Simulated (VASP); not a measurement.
# HfRu (Pm-3m) in VASP: a series of runs

HfRu is run at these levels: LDA; tasks: single point, relaxation of cell and atoms.

Everything below comes from runs of VASP 6.6.1. Logs are shortened: lines on timing, memory, paths and dates and some standing lists are left out, and cuts for length are marked.

### 1 The cell of the first run

It takes space group Pm-3m (No. 221, cubic). Conventional cell: a = 3.182 Å, b = 3.182 Å, c = 3.182 Å, α = 90.00°, β = 90.00°, γ = 90.00°. Hf (site symmetry m-3m) has 8 Ru at 2.76 Å and 6 Hf at 3.18 Å within 3.6 Å. Ru (site symmetry m-3m) has 8 Hf at 2.76 Å and 6 Ru at 3.18 Å within 3.6 Å.

### 2 Single point, LDA

INCAR reads:

```
SYSTEM = HfRu
PREC = Accurate
ENCUT = 520
EDIFF = 1E-6
ISMEAR = -1
SIGMA = 0.05
LREAL = .False.
LASPH = .True.
NELM = 80
ALGO = Normal
ISIF = 2
LWAVE = .False.
LCHARG = .False.
NBANDS = 19
```

KPOINTS reads:

```
Automatic mesh
0
Gamma
  8 8 8
  0 0 0
```

POSCAR reads:

```
HfRu
1.0
    3.1815336379      0.0000000000      0.0000000000
    0.0000000000      3.1815336379      0.0000000000
    0.0000000000      0.0000000000      3.1815336379
Hf Ru
1 1
Direct
    0.0000000000      0.0000000000      0.0000000000
    0.5000000000      0.5000000000      0.5000000000
```

Potentials or basis: VASP PAW LDA potentials, release 64 (Hf_pv, Ru_pv).

Command:

```sh
$ cat potpaw_LDA.64/Hf_pv/POTCAR potpaw_LDA.64/Ru_pv/POTCAR > POTCAR
$ mpirun -np 1 vasp_std > vasp.out
```

OUTCAR:

```text
SYSTEM = HfRu
   PREC = Accurate
   ENCUT = 520
   EDIFF = 1E-6
   ISMEAR = -1
   LREAL = .False.
   LASPH = .True.
   NELM = 80
   ISIF = 2

 ion  position               nearest neighbor table
   1  0.000  0.000  0.000-   2 2.76   2 2.76   2 2.76   2 2.76   2 2.76   2 2.76   2 2.76   2 2.76

   2  0.500  0.500  0.500-   1 2.76   1 2.76   1 2.76   1 2.76   1 2.76   1 2.76   1 2.76   1 2.76

  LATTYP: Found a simple cubic cell.
 ALAT       =     3.1815336379

  Lattice vectors:

 A1 = (   3.1815336379,   0.0000000000,   0.0000000000)
 A2 = (   0.0000000000,   3.1815336379,   0.0000000000)
 A3 = (   0.0000000000,   0.0000000000,   3.1815336379)

Analysis of symmetry for initial positions (statically):
=====================================================================
 Subroutine PRICEL returns:
 Original cell was already a primitive cell.

 Routine SETGRP: Setting up the symmetry group for a
 simple cubic supercell.

 Subroutine GETGRP returns: Found 48 space group operations
 (whereof 48 operations were pure point group operations)
 out of a pool of 48 trial point group operations.

The static configuration has the point symmetry O_h .

Analysis of symmetry for dynamics (positions and initial velocities):
=====================================================================
 Subroutine PRICEL returns:
 Original cell was already a primitive cell.

 Routine SETGRP: Setting up the symmetry group for a
 simple cubic supercell.

 Subroutine GETGRP returns: Found 48 space group operations
 (whereof 48 operations were pure point group operations)
 out of a pool of 48 trial point group operations.

The dynamic configuration has the point symmetry O_h .

 Subroutine INISYM returns: Found 48 space group operations
 (whereof 48 operations are pure point group operations),
 and found     1 'primitive' translations

----------------------------------------------------------------------------------------

                                     Primitive cell

  volume of cell :      32.2040

  direct lattice vectors                    reciprocal lattice vectors
     3.181533638  0.000000000  0.000000000     0.314313823  0.000000000  0.000000000
     0.000000000  3.181533638  0.000000000     0.000000000  0.314313823  0.000000000
     0.000000000  0.000000000  3.181533638     0.000000000  0.000000000  0.314313823

  length of vectors
     3.181533638  3.181533638  3.181533638     0.314313823  0.314313823  0.314313823

  position of ions in fractional coordinates (direct lattice)
     0.000000000  0.000000000  0.000000000
     0.500000000  0.500000000  0.500000000

  ion indices of the primitive-cell ions
   primitive index   ion index
                 1           1
                 2           2

----------------------------------------------------------------------------------------

 KPOINTS: Automatic mesh

Automatic generation of k-mesh.
 Grid dimensions read from file:
 generate k-points for:    8    8    8

 Generating k-lattice:

  Cartesian coordinates                     Fractional coordinates (reciprocal lattice)
     0.039289228  0.000000000  0.000000000     0.125000000  0.000000000  0.000000000
     0.000000000  0.039289228  0.000000000     0.000000000  0.125000000  0.000000000
     0.000000000  0.000000000  0.039289228     0.000000000  0.000000000  0.125000000

  Length of vectors
     0.039289228  0.039289228  0.039289228

  Shift w.r.t. Gamma in fractional coordinates (k-lattice)
     0.000000000  0.000000000  0.000000000

 Subroutine IBZKPT returns following result:
 ===========================================

 Found     35 irreducible k-points:

 Following reciprocal coordinates:
            Coordinates               Weight
  0.000000  0.000000  0.000000      1.000000
  0.125000  0.000000  0.000000      6.000000
  0.250000  0.000000  0.000000      6.000000
  0.375000  0.000000  0.000000      6.000000
  0.500000  0.000000  0.000000      3.000000
  0.125000  0.125000  0.000000     12.000000
[... 16 lines left out ...]
  0.375000  0.375000  0.125000     24.000000
  0.500000  0.375000  0.125000     24.000000
 [... further k-points ...]
   k-points           NKPTS =     35   k-points in BZ     NKDIM =     35   number of bands    NBANDS=     19
   number of dos      NEDOS =    301   number of ions     NIONS =      2
   total plane-waves  NPLWV =  13824
   dimension x,y,z NGX =    24 NGY =   24 NGZ =   24
   dimension x,y,z NGXF=    48 NGYF=   48 NGZF=   48
   ions per type =               1   1
   NGX,Y,Z   is equivalent  to a cutoff of  12.54, 12.54, 12.54 a.u.
   NGXF,Y,Z  is equivalent  to a cutoff of  25.08, 25.08, 25.08 a.u.
 SYSTEM =  HfRu
   PREC   = accura    normal or accurate (medium, high low for compatibility)
   ISTART =      0    job   : 0-new  1-cont  2-samecut
   ICHARG =      2    charge: 1-file 2-atom 10-const
   ISPIN  =      1    spin polarized calculation?
   LNONCOLLINEAR =      F non collinear calculations
   LSORBIT =      F    spin-orbit coupling
   LASPH  =      T    aspherical Exc in radial PAW
   ENCUT  =  520.0 eV  38.22 Ry    6.18 a.u.   5.92  5.92  5.92*2*pi/ulx,y,z
   NELM   =     80;   NELMIN=  2; NELMDL= -5     # of ELM steps
   EDIFF  = 0.1E-05   stopping-criterion for ELM
   LREAL  =      F    real-space projection
   EDIFFG = 0.1E-04   stopping-criterion for IOM
   NSW    =      0    number of steps for IOM
   IBRION =     -1    ionic relax: 0-MD 1-quasi-New 2-CG
   NFREE  =      0    steps in history (QN), initial steepest desc. (CG)
   ISIF   =      2    stress and relaxation
   ISYM   =      2    0-nonsym 1-usesym 2-fastsym
   POTIM  = 0.5000    time-step for ionic-motion
   TEBEG  =    0.0;   TEEND  =   0.0 temperature during run
   PSTRESS=    0.0 pullay stress
   NELECT =      24.0000    total number of electrons
   NUPDOWN=      -1.0000    fix difference up-down
   EMIN   =  10.00;   EMAX   =-10.00  energy-range for DOS
   EFERMI =   0.00;   METHOD = LEGACY
   ISMEAR =    -1;   SIGMA  =   0.05  broadening in eV -4-tet -1-fermi 0-gaus
   EFERMI_NEDOS =   21; number of points for ismear=-14 and -15
   IALGO  =     38    algorithm
   IMIX   =      4    mixing-type and parameters
     AMIX     =   0.40;   BMIX     =  1.00
     AMIX_MAG =   1.60;   BMIX_MAG =  1.00
  volume/ion in A,a.u.               =      16.10       108.66
  Fermi-wavevector in a.u.,A,eV,Ry     =   1.484256  2.804837 29.973839  2.203015
  Thomas-Fermi vector in A             =   2.597815
   LORBIT       =      0    0 simple, 1 ext, 2 COOP (PROOUT), +10 PAW based schemes
   GGA     = CA    functional components
   LHFCALC =     F    Hartree Fock is set to
   AEXX    =    0.0000 exact exchange contribution
   IVDW    =     0    specifies the selected vdW correction
   LEPSILON=     F    determine dielectric tensor
   LRPA    =     F    only Hartree local field effects (RPA)
 non-spin polarized calculation
  energy-cutoff  :      520.00
  volume of cell :       32.20
 maximum number of plane-waves:       912
 NGX is ok and might be reduce to    24
   NGX = 11   NGY = 11   NGZ = 11

 number of electron      23.9999993 magnetization

 Free energy of the ion-electron system (eV)
  ---------------------------------------------------
  ext. energy  EPLUGINS =         0.00000000
  ---------------------------------------------------
  free energy    TOTEN  =       -22.96179904 eV

  energy without entropy =      -22.95255085  energy(sigma->0) =      -22.95717495

 E-fermi :   9.0980     XC(G=0): -13.2013

 val. band max:        9.0929977573   @ k =   0.5000   0.5000   0.3750
 cond. band min:       9.1047424829   @ k =   0.5000   0.5000   0.5000
 fundamental gap:      0.0117447257
 Fermi energy:         9.0980177200

 k-point     1 :       0.0000    0.0000    0.0000
  band No.  band energies     occupation
      1     -33.4708      2.00000
      2     -33.4708      2.00000
      3     -33.4708      2.00000
      4     -21.1949      2.00000
      5     -21.1949      2.00000
      6     -21.1949      2.00000
[... 11 lines left out ...]
     18      17.8510      0.00000
     19      17.8510      0.00000

 k-point     2 :       0.1250    0.0000    0.0000
  band No.  band energies     occupation
      1     -33.4852      2.00000
      2     -33.4685      2.00000
      3     -33.4685      2.00000
      4     -21.2689      2.00000
      5     -21.1938      2.00000
      6     -21.1938      2.00000
[... 11 lines left out ...]
     18      16.8840      0.00000
     19      19.4466      0.00000

 k-point     3 :       0.2500    0.0000    0.0000
  band No.  band energies     occupation
      1     -33.5197      2.00000
      2     -33.4630      2.00000
      3     -33.4630      2.00000
      4     -21.4433      2.00000
      5     -21.1909      2.00000
      6     -21.1909      2.00000
[... 11 lines left out ...]
     18      15.3576      0.00000
     19      19.6206      0.00000

 k-point     4 :       0.3750    0.0000    0.0000
  band No.  band energies     occupation
      1     -33.5540      2.00000
      2     -33.4574      2.00000
      3     -33.4574      2.00000
      4     -21.6123      2.00000
      5     -21.1880      2.00000
      6     -21.1880      2.00000
[... 11 lines left out ...]
     18      15.0828      0.00000
     19      19.6206      0.00000

 k-point     5 :       0.5000    0.0000    0.0000
  band No.  band energies     occupation
      1     -33.5682      2.00000
      2     -33.4551      2.00000
      3     -33.4551      2.00000
      4     -21.6809      2.00000
      5     -21.1868      2.00000
      6     -21.1868      2.00000
[... 11 lines left out ...]
     18      15.4330      0.00000
     19      19.6204      0.00000
[... 334 lines left out ...]
      2     -33.5140      2.00000
      3     -33.4684      2.00000
      4     -21.5565      2.00000
      5     -21.3851      2.00000
      6     -21.2289      2.00000
[... 11 lines left out ...]
     18      17.0709      0.00000
     19      19.9060      0.00000

 k-point    22 :       0.5000    0.2500    0.1250
  band No.  band energies     occupation
      1     -33.5708      2.00000
      2     -33.5134      2.00000
      3     -33.4665      2.00000
      4     -21.6161      2.00000
      5     -21.3785      2.00000
      6     -21.2238      2.00000
[... 11 lines left out ...]
     18      16.0150      0.00000
     19      20.6963      0.00000

 k-point    23 :       0.3750    0.3750    0.1250
  band No.  band energies     occupation
      1     -33.5572      2.00000
      2     -33.5530      2.00000
      3     -33.4640      2.00000
      4     -21.5354      2.00000
      5     -21.5159      2.00000
      6     -21.2159      2.00000
[... 11 lines left out ...]
     18      17.0287      0.00000
     19      19.7465      0.00000

 k-point    24 :       0.5000    0.3750    0.1250
  band No.  band energies     occupation
      1     -33.5719      2.00000
      2     -33.5552      2.00000
      3     -33.4621      2.00000
      4     -21.5823      2.00000
      5     -21.5134      2.00000
      6     -21.2104      2.00000
[... 11 lines left out ...]
     18      16.1677      0.00000
     19      19.6744      0.00000

 [... further k-points ...]
[... 5 lines left out ...]
  --------------------------------------------------------------------------------------
  -------------------------------------------------------------------------------------
  Total       -0.0818125     -0.0818125     -0.0818125     -0.0000000      0.0000000     -0.0000000
  in kB       -4.0702483     -4.0702483     -4.0702483     -0.0000000      0.0000000     -0.0000000
  external PRESSURE =      -4.0702483 kB  Pullay stress =       0.0000000 kB

 VOLUME and BASIS-vectors are now :
 -----------------------------------------------------------------------------
  energy-cutoff  :      520.00
  volume of cell :       32.20
      direct lattice vectors                 reciprocal lattice vectors
     3.181533638  0.000000000  0.000000000     0.314313823  0.000000000  0.000000000
     0.000000000  3.181533638  0.000000000     0.000000000  0.314313823  0.000000000
     0.000000000  0.000000000  3.181533638     0.000000000  0.000000000  0.314313823

 POSITION                                       TOTAL-FORCE (eV/Angst)
 -----------------------------------------------------------------------------------
      0.00000      0.00000      0.00000         0.000000      0.000000      0.000000
      1.59077      1.59077      1.59077         0.000000      0.000000      0.000000
 -----------------------------------------------------------------------------------
    total drift:                                0.000000     -0.000000     -0.000000

  FREE ENERGIE OF THE ION-ELECTRON SYSTEM (eV)
  ---------------------------------------------------
  free  energy   TOTEN  =       -22.9617990418 eV

  energy  without entropy=      -22.9525508542  energy(sigma->0) =      -22.95717495
```

Wall time 8.3 s (1 thread of Intel Xeon Platinum 8488C (Sapphire Rapids), shared host); peak memory 0.14 GiB.

Results:

- Free energy: -22.9618 eV
- Pressure: -0.4 GPa
- Band gap on the k mesh: zero (bands 12 and 13 overlap by 1.73 eV)

Levels at points of the mesh, in eV from the Fermi level:
```csv
k point,band 10,band 11,band 12,band 13,band 14,band 15
"(0.00, 0.00, 0.00)",-1.83,-1.83,-1.83,2.05,2.05,5.84
"(0.50, 0.00, 0.00)",-1.94,-1.94,-1.21,-1.05,1.21,1.35
"(0.50, 0.50, 0.00)",-3.46,-0.07,0.67,1.39,1.39,2.85
"(0.50, 0.50, 0.50)",-2.04,-2.04,-2.04,0.01,0.01,6.43
```

Caveat: spin-orbit coupling is left out, which moves the levels of the heavy elements.

### 3 Relaxation of cell and atoms, LDA

This run uses another cell than the first one, of 16.90 Å³/atom.

INCAR reads:

```
SYSTEM = HfRu
PREC = Accurate
ENCUT = 600
EDIFF = 1E-6
ISMEAR = -1
SIGMA = 0.05
LREAL = .False.
LASPH = .True.
NELM = 80
ALGO = Normal
ISIF = 3
LWAVE = .False.
LCHARG = .False.
GGA = CA
IBRION = 2
NSW = 80
EDIFFG = -0.02
```

KPOINTS reads:

```
regular mesh
0
Gamma
  8 8 8
  0 0 0
```

POSCAR reads:

```
HfRu
1.0
    3.2330000000      0.0000000000      0.0000000000
    0.0000000000      3.2330000000      0.0000000000
    0.0000000000      0.0000000000      3.2330000000
Hf Ru
1 1
Direct
    0.0000000000      0.0000000000      0.0000000000
    0.5000000000      0.5000000000      0.5000000000
```

Potentials or basis: VASP PAW LDA potentials, release 64 (Hf_pv, Ru_pv).

Command:

```sh
$ cat potpaw_LDA.64/Hf_pv/POTCAR potpaw_LDA.64/Ru_pv/POTCAR > POTCAR
$ mpirun -np 1 vasp_std > vasp.out
```

OUTCAR:

```text
SYSTEM = HfRu
   PREC = Accurate
   ENCUT = 600
   EDIFF = 1E-6
   ISMEAR = -1
   LREAL = .False.
   LASPH = .True.
   NELM = 80
   ISIF = 3
   GGA = CA
   IBRION = 2
   NSW = 80
   EDIFFG = -0.02

 ion  position               nearest neighbor table
   1  0.000  0.000  0.000-   2 2.80   2 2.80   2 2.80   2 2.80   2 2.80   2 2.80   2 2.80   2 2.80

   2  0.500  0.500  0.500-   1 2.80   1 2.80   1 2.80   1 2.80   1 2.80   1 2.80   1 2.80   1 2.80

  LATTYP: Found a simple cubic cell.
 ALAT       =     3.2330000000

  Lattice vectors:

 A1 = (   3.2330000000,   0.0000000000,   0.0000000000)
 A2 = (   0.0000000000,   3.2330000000,   0.0000000000)
 A3 = (   0.0000000000,   0.0000000000,   3.2330000000)

Analysis of symmetry for initial positions (statically):
=====================================================================
[... 214 lines left out ...]
 cond. band min:      10.5006010059   @ k =   0.5000   0.5000   0.1250
 fundamental gap:      0.0142804477
 Fermi energy:        10.4933511789

 k-point     1 :       0.0000    0.0000    0.0000
  band No.  band energies     occupation
      1     -32.2370      2.00000
      2     -32.2370      2.00000
      3     -32.2370      2.00000
      4     -19.4838      2.00000
      5     -19.4838      2.00000
      6     -19.4838      2.00000
[... 518 lines left out ...]
--------------------------------------- Ionic step        4  -------------------------------------------

 number of electron      24.0000003 magnetization

 Free energy of the ion-electron system (eV)
  ---------------------------------------------------
  ext. energy  EPLUGINS =         0.00000000
  ---------------------------------------------------
  free energy    TOTEN  =       -22.96291813 eV

  energy without entropy =      -22.95363674  energy(sigma->0) =      -22.95827744

 E-fermi :   9.1185     XC(G=0): -13.2102

 val. band max:        9.1136597446   @ k =   0.5000   0.5000   0.3750
 cond. band min:       9.1254835582   @ k =   0.5000   0.5000   0.5000
 fundamental gap:      0.0118238136
 Fermi energy:         9.1185146990

 k-point     1 :       0.0000    0.0000    0.0000
  band No.  band energies     occupation
      1     -33.4544      2.00000
      2     -33.4544      2.00000
      3     -33.4544      2.00000
      4     -21.1696      2.00000
      5     -21.1696      2.00000
      6     -21.1696      2.00000
[... 476 lines left out ...]
  FREE ENERGIE OF THE ION-ELECTRON SYSTEM (eV)
  ---------------------------------------------------
  free  energy   TOTEN  =       -22.9629181267 eV

  energy  without entropy=      -22.9536367440  energy(sigma->0) =      -22.95827744

 reached required accuracy - stopping structural energy minimisation
```

OSZICAR:

```text
N       E                     dE             d eps       ncg     rms          rms(c)
DAV:   1     0.169501730737E+03    0.16950E+03   -0.15796E+04  1120   0.169E+03
DAV:   2    -0.201402336377E+02   -0.18964E+03   -0.18766E+03  1320   0.424E+02
DAV:   3    -0.238671392709E+02   -0.37269E+01   -0.36971E+01  1392   0.538E+01
[... 37 lines left out ...]
DAV:   1    -0.229636177671E+02   -0.74286E-03   -0.11095E-02  1120   0.112E+00    0.510E-01
DAV:   2    -0.229640486949E+02   -0.43093E-03   -0.17801E-02  1296   0.818E-01    0.612E-01
DAV:   3    -0.229629341922E+02    0.11145E-02   -0.64973E-03  1312   0.464E-01    0.428E-02
DAV:   4    -0.229629187638E+02    0.15428E-04   -0.14120E-04  1176   0.995E-02    0.252E-02
DAV:   5    -0.229629181267E+02    0.63708E-06   -0.62729E-06  1384   0.146E-02
   4 F= -.22962918E+02 E0= -.22958277E+02  d E =-.539016E-01
```

It took 40 s on 1 thread of Intel Xeon Platinum 8488C (Sapphire Rapids), shared host; peak memory 0.16 GiB.

Results:

* Free energy: -22.9629 eV
* Relaxed volume: 16.08 Å³/atom
* Relaxed cell: a = 3.180 Å, b = 3.180 Å, c = 3.180 Å, α = 90.00°, β = 90.00°, γ = 90.00°
* Space group after relaxing (to 0.1 Å): Pm-3m (No. 221)
* Energy gained by relaxing: 27.0 meV/atom
* Ionic steps: 4
* Pressure after relaxing: -0.1 GPa
* Band gap on the k mesh: zero (bands 12 and 13 overlap by 1.74 eV)

The path:
```
step  energy change (eV)  largest force (eV/Å)  pressure (GPa)  volume (Å³)
   1              0.0000                0.0000          -10.11        33.79
   2              0.2288                0.0000           30.40        28.84
   3             -0.0539                0.0000           -0.31        32.19
   4             -0.0539                0.0000           -0.06        32.15
```

Final structure:
```
Hf Ru
1.0
     3.17980    0.00000    0.00000
     0.00000    3.17980    0.00000
     0.00000    0.00000    3.17980
Hf Ru
1 1
Direct
  0.00000 0.00000 0.00000
  0.50000 0.50000 0.50000
```

Levels at points of the mesh, in eV from the Fermi level:
```
           k point  band 10  band 11  band 12  band 13  band 14  band 15
(0.00, 0.00, 0.00)    -1.83    -1.83    -1.83     2.05     2.05     5.85
(0.50, 0.00, 0.00)    -1.94    -1.94    -1.21    -1.05     1.21     1.35
(0.50, 0.50, 0.00)    -3.47    -0.07     0.68     1.40     1.40     2.86
(0.50, 0.50, 0.50)    -2.04    -2.04    -2.04     0.01     0.01     6.44
```

Caveat: spin-orbit coupling is left out, which moves the levels of the heavy elements.
